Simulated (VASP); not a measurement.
Write the native input for VASP 6.6.1 that does the following.

```
Task                   : single point
Functional             : PBE
Dispersion             : D3(BJ)
Potentials or basis    : VASP PAW PBE potentials, release 64 (B, N)
Cutoff                 : 520 eV
k mesh                 : 12 × 12 × 1
Occupations            : gaussian, width 0.02 eV
Spin                   : no spin polarisation
Dipole correction      : yes
Further INCAR settings : ALGO = Normal; EDIFF = 1e-06; NBANDS = 11
```

The structure of BN lies in POSCAR:

```
BN
1.0
    2.4160000000      0.0000000000      0.0000000000
   -1.2080000000      2.0923173755      0.0000000000
    0.0000000000      0.0000000000     26.0000000000
B N
1 1
Direct
    0.0000000000      0.0000000000      0.5192307692
    0.6666666667      0.3333333333      0.4807692308
```

The input as run:

INCAR

```
PREC = Accurate
ENCUT = 520
EDIFF = 1E-6
ISMEAR = 0
SIGMA = 0.02
LREAL = False
LASPH = True
NELM = 80
ALGO = Normal
ISIF = 2
LWAVE = False
LCHARG = True
LDIPOL = True
IDIPOL = 3
DIPOL = 0.5 0.5 0.500
GGA = PE
IVDW = 12
LELF = True
LVHAR = True
LVACPOTAV = True
NBANDS = 11
```

KPOINTS

```
regular mesh
0
Gamma
  12 12 1
```

Potentials or basis: VASP PAW PBE potentials, release 64 (B, N).

Launch:

```console
$ cat potpaw_PBE.64/B/POTCAR potpaw_PBE.64/N/POTCAR > POTCAR
$ mpirun -np 1 vasp_std > vasp.out
```

It gave:

The largest force is 7.160 eV/Å, the band gap on the k mesh is zero (band 4 reaches -3.08 eV, above the bottom of band 5 at -4.62 eV) and the dispersion energy per atom is -0.081 eV.

It took 50 s on 1 thread of Intel(R) Xeon(R) Platinum 8259CL CPU @ 2.50GHz (Skylake/Cascade Lake), on a shared host, peak memory 0.24 GiB.
